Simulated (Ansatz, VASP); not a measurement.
Te in VASP and in Ansatz

```
Te
1.0
     2.84794    0.00000    0.00000
     0.00000    2.84794    0.00000
     0.00000    0.00000    2.84794
Te
1
Direct
  0.00000 0.00000 0.00000
```

Change from the starting cell: volume scaled by 0.75, LAPW.

Alike in both runs: task single point; functional LDA; k mesh 12 × 12 × 12; occupations fermi-dirac, width 0.1 eV; no spin polarisation.

|  | VASP | Ansatz |
| --- | --- | --- |
| version | VASP 6.6.1 | Ansatz 0.2.0 |
| potentials or method | VASP PAW LDA potentials, release 64 (Te), cutoff 520 eV | all-electron LAPW, scalar-relativistic |

Ansatz gave:

| Property | Result |
| --- | --- |
| pressure (GPa) | 33.5 |

Question: Which values does VASP return?

Answer: Pressure (GPa): 34.0.

LDA's correlation is that of Perdew and Zunger in VASP and of Perdew and Wang (1992) in Ansatz. Both programs put the cell under a high pressure, so it lies far from rest at this level. Ansatz ran all-electron here, and VASP with PAW potentials.

Neither program's run includes spin-orbit coupling.
